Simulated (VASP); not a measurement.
# CoRu3 (P-6m2) in VASP: notebook

The runs below take CoRu3 through single point, with PBE, LDA.

Program: VASP 6.6.1. These are calculated values, not measurements. Logs are shortened: lines on timing, memory, paths and dates and some standing lists are left out, and cuts for length are marked.

**1. The cell of the first run**

The structure is hexagonal, space group P-6m2 (No. 187). Conventional cell: a = 2.693 Å, b = 2.693 Å, c = 8.368 Å, α = 90.00°, β = 90.00°, γ = 120.00°. Co (site symmetry -6m2) has 6 Ru at 2.57 Å and 6 Co at 2.69 Å within 3.4 Å. Ru (site symmetry 3m) has 3 Co at 2.57 Å and 9 Ru at 2.64 to 2.69 Å within 3.4 Å. Ru (site symmetry -6m2) has 12 Ru at 2.64 to 2.69 Å within 3.5 Å.

**2. Single point, PBE, collinear spin, ferromagnetic start**

Input file INCAR:

```
PREC = Accurate ; ENCUT = 520
EDIFF = 1E-6 ; ISMEAR = 0
SIGMA = 0.1 ; LREAL = False
LASPH = True ; NELM = 150
ALGO = Normal ; ISIF = 2
LWAVE = False ; LCHARG = True
ISPIN = 2 ; MAGMOM = 1.77 0 0 0
LORBIT = 11 ; LMAXMIX = 4
GGA = PE ; LELF = True
LVHAR = True ; NBANDS = 38
```

Input file KPOINTS:

```
regular mesh
0
Gamma
  18 18 6
```

Input file POSCAR:

```
CoRu3
1.0
    2.6932999338      0.0000000000      0.0000000000
   -1.3466499669      2.3324661627      0.0000000000
    0.0000000000      0.0000000000      8.3680724333
Co Ru
1 3
Direct
    0.6666666667      0.3333333333      0.5000000000
    0.3333333333      0.6666666667      0.7449560980
    0.3333333333      0.6666666667      0.2550439020
    0.6666666667      0.3333333333      0.0000000000
```

Potentials or basis: VASP PAW PBE potentials, release 64 (Co, Ru_pv).

Launch:

```sh
$ cat potpaw_PBE.64/Co/POTCAR potpaw_PBE.64/Ru_pv/POTCAR > POTCAR
$ mpirun -np 1 vasp_std > vasp.out
```

OUTCAR:

```text
PREC = Accurate
   ENCUT = 520
   EDIFF = 1E-6
   ISMEAR = 0
   LREAL = False
   LASPH = True
   NELM = 150
   ISIF = 2
   ISPIN = 2
   LORBIT = 11
   GGA = PE

 ion  position               nearest neighbor table
   1  0.667  0.333  0.500-   2 2.57   3 2.57   2 2.57   3 2.57   2 2.57   3 2.57
   2  0.333  0.667  0.745-   1 2.57   1 2.57   1 2.57   4 2.64   4 2.64   4 2.64
   3  0.333  0.667  0.255-   1 2.57   1 2.57   1 2.57   4 2.64   4 2.64   4 2.64
   4  0.667  0.333  0.000-   2 2.64   3 2.64   2 2.64   3 2.64   2 2.64   3 2.64

  LATTYP: Found a hexagonal cell.
 ALAT       =     2.6932999338
 C/A-ratio  =     3.1069961159

  Lattice vectors:

 A1 = (   2.6932999338,   0.0000000000,   0.0000000000)
 A2 = (  -1.3466499669,   2.3324661627,   0.0000000000)
 A3 = (   0.0000000000,   0.0000000000,   8.3680724333)

Analysis of symmetry for initial positions (statically):
=====================================================================
 Subroutine PRICEL returns:
 Original cell was already a primitive cell.

 Routine SETGRP: Setting up the symmetry group for a
 hexagonal supercell.

 Subroutine GETGRP returns: Found 12 space group operations
 (whereof 12 operations were pure point group operations)
 out of a pool of 24 trial point group operations.

The static configuration has the point symmetry D_3h.

Analysis of symmetry for dynamics (positions and initial velocities):
=====================================================================
 Subroutine PRICEL returns:
 Original cell was already a primitive cell.

 Routine SETGRP: Setting up the symmetry group for a
 hexagonal supercell.

 Subroutine GETGRP returns: Found 12 space group operations
 (whereof 12 operations were pure point group operations)
 out of a pool of 24 trial point group operations.

The dynamic configuration has the point symmetry D_3h.

Analysis of structural, dynamic, and magnetic symmetry:
=====================================================================
 Subroutine PRICEL returns:
 Original cell was already a primitive cell.

 Routine SETGRP: Setting up the symmetry group for a
 hexagonal supercell.

 Subroutine GETGRP returns: Found 12 space group operations
 (whereof 12 operations were pure point group operations)
 out of a pool of 24 trial point group operations.

The overall configuration has the point symmetry D_3h.

 Subroutine INISYM returns: Found 12 space group operations
 (whereof 12 operations are pure point group operations),
 and found     1 'primitive' translations
[... 126 lines left out ...]
   AEXX    =    0.0000 exact exchange contribution
   IVDW    =     0    specifies the selected vdW correction
   LEPSILON=     F    determine dielectric tensor
   LRPA    =     F    only Hartree local field effects (RPA)
 spin polarized calculation
 Gauss-broadening in eV      SIGMA  =   0.10
  energy-cutoff  :      520.00
  volume of cell :       52.57
 maximum number of plane-waves:      1446
 NGX is ok and might be reduce to    20
   NGX =  9   NGY =  9   NGZ = 31

 number of electron      51.0000008 magnetization       1.2661098

 Free energy of the ion-electron system (eV)
  ---------------------------------------------------
  ext. energy  EPLUGINS =         0.00000000
  ---------------------------------------------------
  free energy    TOTEN  =       -34.44717042 eV

  energy without entropy =      -34.42793089  energy(sigma->0) =      -34.43755065

 E-fermi :  11.9894     XC(G=0): -13.8423

 val. band max:       11.9878513330   @ k =   0.5000  -0.0000   0.5000
 cond. band min:      11.9898334929   @ k =   0.2222   0.0556   0.3333
 fundamental gap:      0.0019821598
 Fermi energy:        11.9893615216

 spin component 1

 k-point     1 :       0.0000    0.0000    0.0000
  band No.  band energies     occupation
      1     -31.5095      1.00000
      2     -31.0465      1.00000
      3     -30.7054      1.00000
      4     -30.7054      1.00000
      5     -30.6618      1.00000
      6     -30.5879      1.00000
[... 949 lines left out ...]
     36      22.3852      0.00000
     37      22.4455      0.00000

 [... further k-points ...]

 spin component 2

 k-point     1 :       0.0000    0.0000    0.0000
  band No.  band energies     occupation
      1     -31.5341      1.00000
      2     -31.0109      1.00000
      3     -30.7677      1.00000
      4     -30.7677      1.00000
      5     -30.6690      1.00000
      6     -30.5394      1.00000
[... 949 lines left out ...]
     36      22.3402      0.00000
     37      22.5236      0.00000

 [... further k-points ...]

 [bands above 37 left out]

------------------------ aborting loop because EDIFF is reached ----------------------------------------

  FORCE on cell =-STRESS in cart. coord.  units (eV):
  Direction    XX          YY          ZZ          XY          YZ          ZX
  --------------------------------------------------------------------------------------
  -------------------------------------------------------------------------------------
  Total        0.0047939      0.0047939     -0.0726955      0.0000000      0.0000000     -0.0000000
  in kB        0.1461095      0.1461095     -2.2156075      0.0000000      0.0000000     -0.0000000
  external PRESSURE =      -0.6411295 kB  Pullay stress =       0.0000000 kB

 VOLUME and BASIS-vectors are now :
 -----------------------------------------------------------------------------
  energy-cutoff  :      520.00
  volume of cell :       52.57
      direct lattice vectors                 reciprocal lattice vectors
     2.693299934  0.000000000  0.000000000     0.371291733  0.214365382  0.000000000
    -1.346649967  2.332466163  0.000000000     0.000000000  0.428730764  0.000000000
     0.000000000  0.000000000  8.368072433     0.000000000  0.000000000  0.119501834

 POSITION                                       TOTAL-FORCE (eV/Angst)
 -----------------------------------------------------------------------------------
      1.34665      0.77749      4.18404        -0.000000      0.000000      0.000000
     -0.00000      1.55498      6.23385         0.000000     -0.000000     -0.012506
     -0.00000      1.55498      2.13423         0.000000     -0.000000      0.012506
      1.34665      0.77749      0.00000        -0.000000      0.000000      0.000000
 -----------------------------------------------------------------------------------
    total drift:                               -0.000000      0.000000     -0.000000

  FREE ENERGIE OF THE ION-ELECTRON SYSTEM (eV)
  ---------------------------------------------------
  free  energy   TOTEN  =       -34.4471704191 eV

  energy  without entropy=      -34.4279308875  energy(sigma->0) =      -34.43755065

 total charge

# of ion       s       p       d       tot
------------------------------------------
    1        0.457   0.475   7.237   8.168
    2        0.406   6.301   5.952  12.660
    3        0.406   6.301   5.952  12.660
    4        0.409   6.319   5.961  12.689
--------------------------------------------------
tot          1.678  19.396  25.103  46.177

 magnetization (x)

# of ion       s       p       d       tot
------------------------------------------
    1        0.002  -0.013   1.318   1.308
    2       -0.002  -0.007   0.054   0.045
    3       -0.002  -0.007   0.054   0.045
    4       -0.003  -0.002  -0.092  -0.097
--------------------------------------------------
tot         -0.005  -0.030   1.335   1.300
```

OSZICAR:

```text
N       E                     dE             d eps       ncg     rms          rms(c)
DAV:   1     0.576002873390E+03    0.57600E+03   -0.27814E+04 22592   0.158E+03
DAV:   2    -0.120557002761E+02   -0.58806E+03   -0.56207E+03 22802   0.468E+02
[... 14 lines left out ...]
DAV:  17    -0.344472717564E+02   -0.99213E-03   -0.24410E-02 30368   0.101E+00    0.281E-01
DAV:  18    -0.344472084152E+02    0.63341E-04   -0.30545E-03 30158   0.660E-01    0.235E-01
DAV:  19    -0.344471378153E+02    0.70600E-04   -0.13386E-03 27738   0.259E-01    0.618E-02
DAV:  20    -0.344471662132E+02   -0.28398E-04   -0.10137E-04 29124   0.955E-02    0.230E-02
DAV:  21    -0.344471693764E+02   -0.31632E-05   -0.74171E-05 28850   0.816E-02    0.248E-02
DAV:  22    -0.344471711960E+02   -0.18196E-05   -0.88431E-06 24372   0.361E-02    0.133E-02
DAV:  23    -0.344471704191E+02    0.77686E-06   -0.40370E-07 13620   0.742E-03
   1 F= -.34447170E+02 E0= -.34437551E+02  d E =-.192395E-01  mag=     1.2675
```

stdout:

```text
POSCAR found type information on POSCAR CoRu
 POSCAR found :  2 types and       4 ions
 scaLAPACK will be used
 LDA part: xc-table for (Slater+PW92), standard interpolation
 POSCAR, INCAR and KPOINTS ok, starting setup
 FFT: planning ... GRIDC
 FFT: planning ... GRID_SOFT
 FFT: planning ... GRID
 WAVECAR not read
 entering main loop
```

Run time: 19 min. Hardware: 1 thread of Oxide Virtual Turin-like, shared host; peak memory 0.46 GiB.

Results:

| Item | Value |
| --- | --- |
| Free energy | -34.4472 eV |
| Pressure | -0.1 GPa |
| Largest force | 0.013 eV/Å |
| Net moment | 1.27 μB per cell |
| Site moments | Co +1.31; Ru +0.04, -0.10 (each value once) μB |
| Valence electrons inside the program's atomic spheres | Co 8.17; Ru 12.66, 12.69 (each value once) |

Forces on the atoms (eV/Å):
```
Co   0.000  0.000  0.000
Ru   0.000  0.000 -0.013
Ru   0.000  0.000  0.013
Ru   0.000  0.000  0.000
```

Levels at points of the mesh, in eV from the Fermi level:
Spin up:
| k point | band 22 | band 23 | band 24 | band 25 | band 26 | band 27 | band 28 | band 29 | band 30 | band 31 |
| --- | --- | --- | --- | --- | --- | --- | --- | --- | --- | --- |
| (0.00, 0.00, 0.00) | -2.26 | -1.94 | -1.94 | -1.70 | -1.70 | -0.27 | -0.27 | 0.51 | 0.51 | 1.08 |
| (0.50, 0.00, 0.00) | -1.09 | -0.75 | -0.39 | 0.39 | 1.41 | 1.56 | 1.80 | 1.87 | 2.09 | 3.11 |
| (0.00, 0.00, 0.50) | -2.22 | -2.22 | -1.30 | -1.30 | -0.75 | -0.64 | -0.64 | -0.59 | 0.60 | 0.60 |
| (0.50, 0.00, 0.50) | -0.90 | -0.02 | 0.00 | 0.40 | 0.93 | 1.58 | 1.60 | 1.80 | 1.87 | 2.91 |
Spin down:
```tsv
k point	band 21	band 22	band 23	band 24	band 25	band 26	band 27	band 28
(0.00, 0.00, 0.00)	-2.14	-1.20	-1.20	-1.18	-1.07	-1.07	0.28	0.28
(0.50, 0.00, 0.00)	-0.94	-0.81	0.19	0.50	0.62	1.53	1.63	1.84
(0.00, 0.00, 0.50)	-1.46	-1.26	-1.26	-0.64	-0.51	-0.51	-0.50	-0.45
(0.50, 0.00, 0.50)	-0.91	0.43	0.54	0.55	0.68	0.96	1.56	1.85
```

**3. Single point, LDA, collinear spin, ferromagnetic start**

Input file INCAR:

```
  ALGO = Fast
  EDIFF = 1E-7
  ENCUT = 520
  GGA = CA
  ISIF = 2
  ISMEAR = 0
  ISPIN = 2
  LASPH = T
  LCHARG = F
  LMAXMIX = 4
  LORBIT = 11
  LREAL = F
  LWAVE = F
  MAGMOM = 1.49 0 0 0
  NBANDS = 38
  NELM = 150
  PREC = Accurate
  SIGMA = 0.1
```

Input file KPOINTS:

```
k-points
0
Gamma
  18 18 6
```

POSCAR is that of step 2.

Potentials or basis: VASP PAW LDA potentials, release 64 (Co, Ru_pv).

Launch:

```sh
$ cat potpaw_LDA.64/Co/POTCAR potpaw_LDA.64/Ru_pv/POTCAR > POTCAR
$ mpirun -np 1 vasp_std > vasp.out
```

It took 34 min on 1 thread of Oxide Virtual Turin-like, shared host; peak memory 0.44 GiB.

It converged, with:

| Item | Value |
| --- | --- |
| Free energy | -39.7728 eV |
| Pressure | -16.5 GPa |
| Largest force | 0.053 eV/Å |
| Net moment | 1.05 μB per cell |
| Site moments | Co +1.08; Ru +0.03, -0.07 (each value once) μB |
| Valence electrons inside the program's atomic spheres | Co 8.19; Ru 12.66, 12.69 (each value once) |

Forces on the atoms (eV/Å):
```
Co   0.000  0.000  0.000
Ru   0.000  0.000 -0.053
Ru   0.000  0.000  0.053
Ru   0.000  0.000  0.000
```

Stress tensor (GPa, compression positive):
```
-16.09   0.00   0.00
  0.00 -16.09   0.00
  0.00   0.00 -17.41
```

Levels at points of the mesh, in eV from the Fermi level:
Spin up:
```csv
k point,band 23,band 24,band 25,band 26,band 27,band 28,band 29,band 30
"(0.00, 0.00, 0.00)",-1.86,-1.86,-1.61,-1.61,-0.21,-0.21,0.54,0.54
"(0.50, 0.00, 0.00)",-0.56,-0.29,0.41,1.45,1.58,1.82,1.89,2.14
"(0.00, 0.00, 0.50)",-2.06,-1.18,-1.18,-0.73,-0.63,-0.63,-0.60,0.64
"(0.50, 0.00, 0.50)",0.06,0.08,0.45,0.94,1.60,1.67,1.82,1.89
```
Spin down:
```
           k point  band 22  band 23  band 24  band 25  band 26  band 27
(0.00, 0.00, 0.00)    -1.32    -1.22    -1.22    -1.15    -1.15     0.24
(0.50, 0.00, 0.00)    -0.86     0.14     0.51     0.51     1.56     1.63
(0.00, 0.00, 0.50)    -1.32    -1.32    -0.58    -0.56    -0.56    -0.55
(0.50, 0.00, 0.50)     0.42     0.44     0.50     0.67     0.97     1.59
```

Caveat: the cell stands under tension.
